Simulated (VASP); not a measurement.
# Sr3Be2O8 (P1) in VASP: single point with r2SCAN

Aim: the single point of Sr3Be2O8 with r2SCAN.

All numbers are computed with VASP 6.6.1; they aren't measurements. Logs are shortened: lines on timing, memory, paths and dates and some standing lists are left out, and cuts for length are marked.

**1. The cell of the first run**

The typed cell holds 13 atoms: a = 5.550 Å, b = 5.497 Å, c = 7.497 Å, α = 112.39°, β = 113.23°, γ = 60.06°.

**2. Single point, r2SCAN**

POSCAR reads:

```
Sr3Be2O8
1.0
    2.7904141600      4.7964756400     -0.0798100500
   -2.7377518100      4.7660720000     -0.0408681600
   -0.0647447400     -3.2719499700      6.7445530100
Sr Be O
3 2 8
Direct
    0.0162810000      0.9864780000      0.0179530000
    0.2090680000      0.2334930000      0.6043820000
    0.8001610000      0.8068860000      0.3858500000
    0.3764470000      0.3934280000      0.2044730000
    0.5968160000      0.5890760000      0.7855350000
    0.3108490000      0.3358190000      0.9778310000
    0.6915480000      0.6631210000      0.0123980000
    0.7580860000      0.1996610000      0.6683460000
    0.7367020000      0.7330950000      0.7007610000
    0.2430370000      0.7401400000      0.6938640000
    0.2676380000      0.7623480000      0.3268480000
    0.7872000000      0.2482490000      0.3170810000
    0.2445210000      0.3204000000      0.3391750000
```

INCAR.step1 reads:

```
ALGO = Normal ; EDIFF = 1E-4
ENCUT = 520 ; GGA = PE
ISMEAR = -1 ; LASPH = T
LCHARG = F ; LREAL = F
LWAVE = T ; NBANDS = 53
NELM = 100 ; PREC = Accurate
SIGMA = 0.1131
```

INCAR.step2 reads:

```
ALGO = Normal ; EDIFF = 1E-6
ENCUT = 520 ; ISIF = 2
ISMEAR = -1 ; ISTART = 1
LASPH = T ; LCHARG = F
LMIXTAU = T ; LREAL = F
LWAVE = F ; METAGGA = R2SCAN
NBANDS = 53 ; NELM = 100
PREC = Accurate ; SIGMA = 0.1131
```

KPOINTS reads:

```
Automatic mesh
0
Gamma
  4 4 3
  0 0 0.5
```

Potentials or basis: VASP PAW PBE potentials, release 64 (Sr_sv, Be, O).

The run is started by

```
> cat potpaw_PBE.64/Sr_sv/POTCAR potpaw_PBE.64/Be/POTCAR potpaw_PBE.64/O/POTCAR > POTCAR
> cp INCAR.step1 INCAR
> mpirun -np 1 vasp_std > vasp.out
> cp INCAR.step2 INCAR
> mpirun -np 1 vasp_std > vasp.out
```

OUTCAR:

```text
EDIFF = 1E-6
   ENCUT = 520
   ISIF = 2
   ISMEAR = -1
   ISTART = 1
   LASPH = T
   LREAL = F
   METAGGA = R2SCAN
   NELM = 100
   PREC = Accurate

 ion  position               nearest neighbor table
   1  0.016  0.986  0.018-  12 2.58   9 2.59  11 2.60  13 2.71  10 2.74   8 2.83   6 3.05   7 3.08
                             6 3.23   7 3.23   7 3.26   4 3.29   6 3.33   4 3.37   5 3.49   5 3.56
   2  0.209  0.233  0.604-  13 2.31  12 2.47   6 2.52  11 2.59  10 2.69   9 2.78   8 2.81   8 2.83
                             9 2.91  10 2.94   5 3.19   3 3.41   5 3.49   3 3.55   5 3.57   3 3.58
   3  0.800  0.807  0.386-   8 2.37   7 2.51  13 2.60  10 2.60  12 2.63  11 2.68   9 2.72  11 2.93
                            12 2.95  13 2.97   4 3.32   4 3.33   2 3.41   2 3.55   2 3.58   4 3.61
   4  0.376  0.393  0.204-   6 1.53  13 1.70  11 1.77  12 1.93   1 3.29   3 3.32   3 3.33   1 3.37
                             3 3.61   1 3.63
   5  0.597  0.589  0.786-   7 1.52  10 1.66   9 1.74   8 1.85   2 3.19   2 3.49   1 3.49   1 3.56
                             2 3.57   1 3.60
   6  0.311  0.336  0.978-   4 1.53   2 2.52   1 3.05   1 3.23   1 3.33
   7  0.692  0.663  0.012-   5 1.52   3 2.51   1 3.08   1 3.23   1 3.26
   8  0.758  0.200  0.668-   5 1.85   3 2.37   2 2.81   1 2.83   2 2.83
   9  0.737  0.733  0.701-   5 1.74   1 2.59   3 2.72   2 2.78   2 2.91
  10  0.243  0.740  0.694-   5 1.66   3 2.60   2 2.69   1 2.74   2 2.94
  11  0.268  0.762  0.327-   4 1.77   2 2.59   1 2.60   3 2.68   3 2.93
  12  0.787  0.248  0.317-   4 1.93   2 2.47   1 2.58   3 2.63   3 2.95
  13  0.245  0.320  0.339-   4 1.70   2 2.31   3 2.60   1 2.71   3 2.97

  LATTYP: Found a triclinic cell.
 ALAT       =     5.4965805269
 B/A-ratio  =     1.6619349629
 C/A-ratio  =     1.0057865438
 COS(alpha) =     0.0026431366
 COS(beta)  =     0.4932418156
 COS(gamma) =     0.5923759916

  Lattice vectors:

 A1 = (   2.7377518100,  -4.7660720000,   0.0408681600)
 A2 = (   0.0120823900,  -6.2905976700,  -6.6238748000)
 A3 = (   5.5281659700,   0.0304036400,  -0.0389418900)

Analysis of symmetry for initial positions (statically):
=====================================================================
 Subroutine PRICEL returns:
 Original cell was already a primitive cell.

 Routine SETGRP: Setting up the symmetry group for a
 triclinic supercell.

 Subroutine GETGRP returns: Found  1 space group operations
 (whereof  1 operations were pure point group operations)
 out of a pool of  2 trial point group operations.

The static configuration has the point symmetry C_1 .

Analysis of symmetry for dynamics (positions and initial velocities):
=====================================================================
 Subroutine PRICEL returns:
 Original cell was already a primitive cell.

 Routine SETGRP: Setting up the symmetry group for a
 triclinic supercell.

 Subroutine GETGRP returns: Found  1 space group operations
 (whereof  1 operations were pure point group operations)
 out of a pool of  2 trial point group operations.

The dynamic configuration has the point symmetry C_1 .

 Subroutine INISYM returns: Found  1 space group operations
 (whereof  1 operations are pure point group operations),
 and found     1 'primitive' translations

----------------------------------------------------------------------------------------

                                     Primitive cell

  volume of cell :     177.1644

  direct lattice vectors                    reciprocal lattice vectors
     2.790414160  4.796475640 -0.079810050     0.180686967  0.104239640  0.052303750
    -2.737751810  4.766072000 -0.040868160    -0.181125221  0.106200365  0.049781709
    -0.064744740 -3.271949970  6.744553010     0.001040600  0.001877009  0.149188367

  length of vectors
     5.549681017  5.496580527  7.496588810     0.215056655  0.215784804  0.149203803

  position of ions in fractional coordinates (direct lattice)
     0.016281000  0.986478000  0.017953000
     0.209068000  0.233493000  0.604382000
     0.800161000  0.806886000  0.385850000
     0.376447000  0.393428000  0.204473000
     0.596816000  0.589076000  0.785535000
     0.310849000  0.335819000  0.977831000
     0.691548000  0.663121000  0.012398000
     0.758086000  0.199661000  0.668346000
     0.736702000  0.733095000  0.700761000
     0.243037000  0.740140000  0.693864000
     0.267638000  0.762348000  0.326848000
     0.787200000  0.248249000  0.317081000
     0.244521000  0.320400000  0.339175000

  ion indices of the primitive-cell ions
   primitive index   ion index
                 1           1
                 2           2
                 3           3
                 4           4
                 5           5
                 6           6
                 7           7
                 8           8
                 9           9
                10          10
                11          11
                12          12
                13          13

----------------------------------------------------------------------------------------

 KPOINTS: Automatic mesh

Automatic generation of k-mesh.
 Grid dimensions read from file:
 generate k-points for:    4    4    3

 Generating k-lattice:

  Cartesian coordinates                     Fractional coordinates (reciprocal lattice)
     0.045171742  0.026059910  0.013075938     0.250000000  0.000000000  0.000000000
    -0.045281305  0.026550091  0.012445427     0.000000000  0.250000000 -0.000000000
     0.000346867  0.000625670  0.049729456     0.000000000  0.000000000  0.333333333

  Length of vectors
     0.053764164  0.053946201  0.049734601

  Shift w.r.t. Gamma in fractional coordinates (k-lattice)
     0.000000000  0.000000000  0.500000000

 Subroutine IBZKPT returns following result:
 ===========================================

 Found     26 irreducible k-points:

 Following reciprocal coordinates:
            Coordinates               Weight
  0.000000  0.000000  0.166667      2.000000
  0.250000  0.000000  0.166667      2.000000
  0.500000  0.000000  0.166667      2.000000
 -0.250000  0.000000  0.166667      2.000000
  0.000000  0.250000  0.166667      2.000000
  0.250000  0.250000  0.166667      2.000000
[... 16 lines left out ...]
 -0.250000  0.250000  0.500000      2.000000
 -0.000000  0.500000  0.500000      1.000000
 [... further k-points ...]
   k-points           NKPTS =     26   k-points in BZ     NKDIM =     26   number of bands    NBANDS=     53
   number of dos      NEDOS =    301   number of ions     NIONS =     13
   total plane-waves  NPLWV =  98784
   dimension x,y,z NGX =    42 NGY =   42 NGZ =   56
   dimension x,y,z NGXF=    84 NGYF=   84 NGZF=  112
   ions per type =               3   2   8
   NGX,Y,Z   is equivalent  to a cutoff of  12.58, 12.70, 12.42 a.u.
   NGXF,Y,Z  is equivalent  to a cutoff of  25.16, 25.41, 24.84 a.u.
 SYSTEM =  unknown system
   PREC   = accura    normal or accurate (medium, high low for compatibility)
   ISTART =      1    job   : 0-new  1-cont  2-samecut
   ICHARG =      0    charge: 1-file 2-atom 10-const
   ISPIN  =      1    spin polarized calculation?
   LNONCOLLINEAR =      F non collinear calculations
   LSORBIT =      F    spin-orbit coupling
   LASPH  =      T    aspherical Exc in radial PAW
   ENCUT  =  520.0 eV  38.22 Ry    6.18 a.u.  10.32 10.22 13.94*2*pi/ulx,y,z
   NELM   =    100;   NELMIN=  2; NELMDL=  0     # of ELM steps
   EDIFF  = 0.1E-05   stopping-criterion for ELM
   LREAL  =      F    real-space projection
   EDIFFG = 0.1E-04   stopping-criterion for IOM
   NSW    =      0    number of steps for IOM
   IBRION =     -1    ionic relax: 0-MD 1-quasi-New 2-CG
   NFREE  =      0    steps in history (QN), initial steepest desc. (CG)
   ISIF   =      2    stress and relaxation
   ISYM   =      2    0-nonsym 1-usesym 2-fastsym
   POTIM  = 0.5000    time-step for ionic-motion
   TEBEG  =    0.0;   TEEND  =   0.0 temperature during run
   PSTRESS=    0.0 pullay stress
   NELECT =      82.0000    total number of electrons
   NUPDOWN=      -1.0000    fix difference up-down
   EMIN   =  10.00;   EMAX   =-10.00  energy-range for DOS
   EFERMI =   0.00;   METHOD = LEGACY
   ISMEAR =    -1;   SIGMA  =   0.11  broadening in eV -4-tet -1-fermi 0-gaus
   EFERMI_NEDOS =   21; number of points for ismear=-14 and -15
   IALGO  =     38    algorithm
   IMIX   =      4    mixing-type and parameters
     AMIX     =   0.40;   BMIX     =  1.00
     AMIX_MAG =   1.60;   BMIX_MAG =  1.00
  volume/ion in A,a.u.               =      13.63        91.97
  Fermi-wavevector in a.u.,A,eV,Ry     =   1.266350  2.393055 21.818895  1.603644
  Thomas-Fermi vector in A             =   2.399556
   LORBIT       =      0    0 simple, 1 ext, 2 COOP (PROOUT), +10 PAW based schemes
   METAGGA = R2SCAN    functional components
   LHFCALC =     F    Hartree Fock is set to
   AEXX    =    0.0000 exact exchange contribution
   IVDW    =     0    specifies the selected vdW correction
   LEPSILON=     F    determine dielectric tensor
   LRPA    =     F    only Hartree local field effects (RPA)
 non-spin polarized calculation
  energy-cutoff  :      520.00
  volume of cell :      177.16
 maximum number of plane-waves:      4792
 NGX is ok and might be reduce to    42
   NGX = 21   NGY = 21   NGZ = 27

 number of electron      81.9999996 magnetization

 Free energy of the ion-electron system (eV)
  ---------------------------------------------------
  ext. energy  EPLUGINS =         0.00000000
  ---------------------------------------------------
  free energy    TOTEN  =      -123.63967426 eV

  energy without entropy =     -122.82482949  energy(sigma->0) =     -123.23225187

 E-fermi :   0.0810     XC(G=0): -10.3462

 val. band max:        0.0793779780   @ k =   0.5000  -0.2500   0.1667
 cond. band min:       0.0815831330   @ k =   0.2500   0.5000   0.1667
 fundamental gap:      0.0022051549
 Fermi energy:         0.0809673662

 k-point     1 :       0.0000    0.0000    0.1667
  band No.  band energies     occupation
      1     -33.4537      2.00000
      2     -32.6611      2.00000
      3     -32.4516      2.00000
      4     -17.7175      2.00000
      5     -17.5592      2.00000
      6     -16.9928      2.00000
[... 45 lines left out ...]
     52       9.3642      0.00000
     53       9.7466      0.00000

 k-point     2 :       0.2500    0.0000    0.1667
  band No.  band energies     occupation
      1     -33.4534      2.00000
      2     -32.6555      2.00000
      3     -32.4565      2.00000
      4     -17.7519      2.00000
      5     -17.5096      2.00000
      6     -17.0613      2.00000
[... 45 lines left out ...]
     52       9.4251      0.00000
     53       9.8653      0.00000

 k-point     3 :       0.5000    0.0000    0.1667
  band No.  band energies     occupation
      1     -33.4531      2.00000
      2     -32.6496      2.00000
      3     -32.4616      2.00000
      4     -17.7631      2.00000
      5     -17.3370      2.00000
      6     -17.2529      2.00000
[... 45 lines left out ...]
     52       9.7043      0.00000
     53      10.0303      0.00000
[... 1065 lines left out ...]
 k-point    23 :      -0.2500    0.2500    0.5000
  band No.  band energies     occupation
      1     -33.4530      2.00000
      2     -32.6484      2.00000
      3     -32.4629      2.00000
      4     -17.7558      2.00000
      5     -17.4158      2.00000
      6     -17.2788      2.00000
[... 45 lines left out ...]
     52       9.6949      0.00000
     53       9.8669      0.00000

 k-point    24 :      -0.0000    0.5000    0.5000
  band No.  band energies     occupation
      1     -33.4530      2.00000
      2     -32.6472      2.00000
      3     -32.4641      2.00000
      4     -17.7150      2.00000
      5     -17.5162      2.00000
      6     -17.1847      2.00000
[... 45 lines left out ...]
     52       9.5918      0.00000
     53       9.6823      0.00000

 [... further k-points ...]

------------------------ aborting loop because EDIFF is reached ----------------------------------------

  FORCE on cell =-STRESS in cart. coord.  units (eV):
  Direction    XX          YY          ZZ          XY          YZ          ZX
  --------------------------------------------------------------------------------------
  -------------------------------------------------------------------------------------
  Total      -10.0866067     -8.6200146     -1.6610272     -0.5219945      0.5340614      0.8621269
  in kB      -91.2176956    -77.9546470    -15.0214115     -4.7206294      4.8297565      7.7965993
  external PRESSURE =     -61.3979180 kB  Pullay stress =       0.0000000 kB

 VOLUME and BASIS-vectors are now :
 -----------------------------------------------------------------------------
  energy-cutoff  :      520.00
  volume of cell :      177.16
      direct lattice vectors                 reciprocal lattice vectors
     2.790414160  4.796475640 -0.079810050     0.180686967  0.104239640  0.052303750
    -2.737751810  4.766072000 -0.040868160    -0.181125221  0.106200365  0.049781709
    -0.064744740 -3.271949970  6.744553010     0.001040600  0.001877009  0.149188367

 POSITION                                       TOTAL-FORCE (eV/Angst)
 -----------------------------------------------------------------------------------
     -2.65646      4.72098      0.07947        -0.157876      0.011674     -0.628395
     -0.09499      0.13813      4.05006         0.447039     -1.172065      1.550548
     -0.00125      6.42115      2.50555         0.348366     -0.385068     -0.416977
     -0.03990      3.01170      1.33296        -0.294884      0.477413      1.634935
      0.00176      3.09996      5.22638         0.203402      0.628265     -1.179500
     -0.11530     -0.10790      6.55650        -0.045737     -0.048022      0.444098
      0.11344      6.43691      0.00133         0.057461     -0.167181      0.340041
      1.52548      2.40095      4.43903        -1.885125      0.620455      1.050954
      0.00330      4.73470      4.63756         0.062062     -0.739718      0.130345
     -1.39307      2.42299      4.63016         1.010288      0.127279      0.284520
     -1.36146      3.84769      2.15193         0.862460     -0.070854     -0.559388
      1.49644      3.92149      2.06560        -1.315054     -0.732215     -0.774754
     -0.21682      1.59012      2.25497         0.707598      1.450038     -1.876427
 -----------------------------------------------------------------------------------
    total drift:                                0.000206     -0.000504     -0.002112

  FREE ENERGIE OF THE ION-ELECTRON SYSTEM (eV)
  ---------------------------------------------------
  free  energy   TOTEN  =      -123.6396742580 eV

  energy  without entropy=     -122.8248294869  energy(sigma->0) =     -123.23225187
```

It took 27 min on 1 thread of Intel Xeon Platinum 8488C (Sapphire Rapids), shared host; peak memory 0.44 GiB.

Results:

- Free energy: -123.6397 eV
- Pressure: -6.1 GPa
- Largest force: 2.475 eV/Å
- Band gap on the k mesh: zero (bands 41 and 42 overlap by 0.30 eV)

Forces on the atoms (eV/Å):
```
Sr  -0.158  0.012 -0.628
Sr   0.447 -1.172  1.551
Sr   0.348 -0.385 -0.417
Be  -0.295  0.477  1.635
Be   0.203  0.628 -1.179
O   -0.046 -0.048  0.444
O    0.057 -0.167  0.340
O   -1.885  0.620  1.051
O    0.062 -0.740  0.130
O    1.010  0.127  0.285
O    0.862 -0.071 -0.559
O   -1.315 -0.732 -0.775
O    0.708  1.450 -1.876
```

Caveat: the stress differs along the axes, from -9 to -2 GPa; semilocal functionals underestimate gaps, and a narrow one can read as zero; the PAW data sets were made with another functional, which shifts forces and pressure a little.
